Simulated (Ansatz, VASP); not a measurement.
# BeS: VASP beside Ansatz

```
Be S
1.0
     0.00000    2.33693    2.33693
     2.33693    0.00000    2.33693
     2.33693    2.33693    0.00000
Be S
1 1
Direct
  0.00000 0.00000 0.00000
  0.25000 0.25000 0.25000
```

Change from the starting cell: hydrostatic strain -4.0%.

Alike in both runs: task single point; functional r2SCAN; k mesh 10 × 10 × 10; no spin polarisation.

```csv
,VASP,Ansatz
version,VASP 6.6.1,Ansatz 0.2.0
potentials or method,"VASP PAW PBE potentials, release 64 (Be, S)","plane waves, PAW"
plane-wave cutoff (eV),520,500
occupations,"gaussian, width 0.01 eV",fixed
valence electrons in the cell,8,8
```

```csv
,VASP,Ansatz,Ansatz less VASP
gap on the k mesh at the Fermi level (eV),3.29,3.28,-0.008
pressure (GPa),15.3,15.0,-0.26
```

VASP's potentials were made for PBE, not for r2SCAN.
